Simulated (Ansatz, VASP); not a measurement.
One calculation of BaTiO3, two programs

```
Ba Ti O
1.0
     4.00730    0.00000    0.00000
     0.00000    4.00730    0.00000
     0.00000    0.00000    4.00730
Ba Ti O
1 1 3
Direct
  0.50000 0.50000 0.50000
  0.00000 0.00000 0.00000
  0.50000 0.00000 0.00000
  0.00000 0.50000 0.00000
  0.00000 0.00000 0.50000
```

Alike in both runs: task relaxation of cell and atoms; functional r2SCAN; k mesh 6 × 6 × 6; occupations gaussian, width 0.02 eV; no spin polarisation; Hubbard terms Ti d U = 4.0 eV.

|  | VASP | Ansatz |
| --- | --- | --- |
| version | VASP 6.6.1 | Ansatz 0.2.0 |
| potentials or method | VASP PAW PBE potentials, release 64 (Ba_sv, Ti_sv, O), cutoff 600 eV | scalar-relativistic, plane waves, PAW |
| valence electrons in the cell | 40 | 40 |

|  | VASP | Ansatz | Ansatz less VASP |
| --- | --- | --- | --- |
| gap on the k mesh at the Fermi level, each at its own relaxed structure (eV) | 2.61 | 2.66 | +0.055 |
| relaxed volume (Å³/atom) | 13.10 | 12.83 | -0.263 |
| relaxed cell length with the largest relative difference (Å) | 4.031 | 4.004 | -0.0272 |

VASP's potentials were made for PBE, not for r2SCAN. The programs project onto different local orbitals, so the same U acts differently, and such runs can settle in different states.

Neither program's run includes spin-orbit coupling.
